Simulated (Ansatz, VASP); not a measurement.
# Te5Mo: VASP beside Ansatz

```xyz
6
Lattice="7.5648 0.0000 0.0000 0.0000 7.5648 0.0000 0.0000 0.0000 3.4371" Properties=species:S:1:pos:R:3 pbc="T T T"
Te    2.2271    0.0000    1.7186
Te    5.3377    0.0000    1.7186
Te    0.0000    2.2271    1.7186
Te    0.0000    5.3377    1.7186
Te    3.7824    3.7824    1.7186
Mo    0.0000    0.0000    0.0000
```

Alike in both runs: functional PBE; k mesh 2 × 2 × 6; occupations gaussian, width 0.1 eV; no spin polarisation.

Ansatz relaxed the structure, and its values are those at the end. VASP's run is a single point on that final structure, the one shown.

|  | VASP | Ansatz |
| --- | --- | --- |
| version | VASP 6.6.1 | Ansatz 0.2.0 |
| potentials or method | VASP PAW PBE potentials, release 64 (Te, Mo_sv), cutoff 520 eV | scalar-relativistic, plane waves, PAW |
| valence electrons in the cell | 44 | 94 |

VASP gave:

| Quantity | Value |
| --- | --- |
| gap on the k mesh at the Fermi level (eV) | none |
| pressure (GPa) | 0.1 |
| rms of the force components (eV/Å) | 0.008 |

Task: Which values does Ansatz return?

Result: gap on the k mesh at the Fermi level (eV): none; pressure (GPa): 0.1; rms of the force components (eV/Å): 0.004.

A gap of «none» marks a metal or a gap that the smearing closes. With one functional, cell and mesh, what is left measures potentials, basis and numerics. VASP's potentials hold 44 valence electrons a cell and Ansatz's 94, so a difference there can come from the potentials and not from the codes.

The k mesh is coarse, so the values compare programs but aren't converged. Neither program's run includes spin-orbit coupling.
